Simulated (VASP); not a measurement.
Ti, 1 atom in the cell. It takes space group Im-3m (No. 229, cubic). Conventional cell: a = 3.147 Å, b = 3.147 Å, c = 3.147 Å, α = 90.00°, β = 90.00°, γ = 90.00°. Ti (site symmetry m-3m) has 14 Ti at 2.73 to 3.15 Å within 3.6 Å.  This cell differs from its parent crystal: volume scaled by 0.88.

| Quantity | Value |
| --- | --- |
| Program | VASP 6.6.1 |
| Task | single point |
| Functional | BLYP |
| Potentials or basis | VASP PAW PBE potentials, release 64 (Ti_sv) |
| Cutoff | 520 eV |
| k mesh | 15 × 15 × 15 |
| Occupations | fermi-dirac, width 0.1 eV |
| Spin | no spin polarisation |
| Dipole correction | no |
| Further INCAR settings | ALGO = Normal; EDIFF = 1e-06; NBANDS = 12 |

Potentials or basis: VASP PAW PBE potentials, release 64 (Ti_sv).

Run with:

```bash
$ cat potpaw_PBE.64/Ti_sv/POTCAR > POTCAR
$ mpirun -np 1 vasp_std > vasp.out
```

Hardware: 1 thread of AMD EPYC 7R43 64-Core Processor (Zen 3) (shared host).

**Question.** How long does it take, and how much memory?

**Answer.** It took 28 s on 1 thread of AMD EPYC 7R43 64-Core Processor (Zen 3), on a shared host, peak memory 0.1 GiB. Counts: scf iterations 12, k points 120.
